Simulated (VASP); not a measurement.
Crystal: H2CI2.

```
H C I
1.0
     0.00000    6.39999    2.33566
     3.59943    0.00000    2.33566
     3.59943    6.39999    0.00000
H C I
2 1 2
Direct
  0.73680 0.98883 0.26320
  0.98883 0.73680 0.01117
  0.99295 0.99295 0.00705
  0.38855 0.10889 0.89111
  0.10889 0.38855 0.61145
```

```yaml
Program: VASP 6.6.1
Task: relaxation of cell and atoms
Functional: r2SCAN
Potentials_or_basis: VASP PAW PBE potentials, release 64 (H, C, I)
Cutoff: 600 eV
k_mesh: 6 × 6 × 6
Occupations: gaussian, width 0.02 eV
Spin: no spin polarisation
```

At the start: pressure 0.3 GPa; volume 21.52 Å³/atom.

Question: How do energy, volume and symmetry change on relaxing?

Answer: Over 16 steps the energy falls by 5.4 meV/atom and the volume is 23.58 Å³/atom (+9.6 %); space group Fmm2 (No. 42, to 0.1 Å) before and after.

Step by step:
| step | energy change (eV) | largest force (eV/Å) | pressure (GPa) | volume (Å³) |
| --- | --- | --- | --- | --- |
| 1 | 0.0000 | 0.1945 | 0.30 | 107.61 |
| 2 | -0.0056 | 0.2067 | 0.64 | 108.25 |
| 3 | -0.0064 | 0.3457 | 0.82 | 108.59 |
| 4 | -0.0089 | 0.2861 | 0.79 | 109.01 |
| 5 | -0.0147 | 0.1078 | 0.71 | 110.28 |
| 6 | -0.0192 | 0.2522 | 0.61 | 112.86 |
| 7 | -0.0237 | 0.1327 | 0.33 | 114.42 |
| 8 | -0.0259 | 0.0534 | -0.05 | 116.76 |
| 9 | -0.0259 | 0.0493 | -0.02 | 116.59 |
| 10 | -0.0259 | 0.0512 | -0.03 | 116.67 |
| 11 | -0.0261 | 0.0428 | -0.04 | 116.88 |
| 12 | -0.0266 | 0.0340 | -0.03 | 117.51 |
| 13 | -0.0267 | 0.0409 | -0.02 | 117.80 |
| 14 | -0.0267 | 0.0726 | 0.03 | 117.91 |
| 15 | -0.0267 | 0.0314 | 0.01 | 117.86 |
| 16 | -0.0268 | 0.0195 | 0.00 | 117.92 |

Final structure:
```
CELL_PARAMETERS angstrom
0.00000 6.59828 2.39670
3.72837 0.00000 2.39670
3.72837 6.59828 0.00000
ATOMIC_POSITIONS crystal
H 0.74821 0.99019 0.25179
H 0.99019 0.74821 0.00981
C 0.99544 0.99544 0.00456
I 0.37667 0.10551 0.89449
I 0.10551 0.37667 0.62333
```

Caveat: the PAW data sets were made with another functional, which shifts forces and pressure a little.
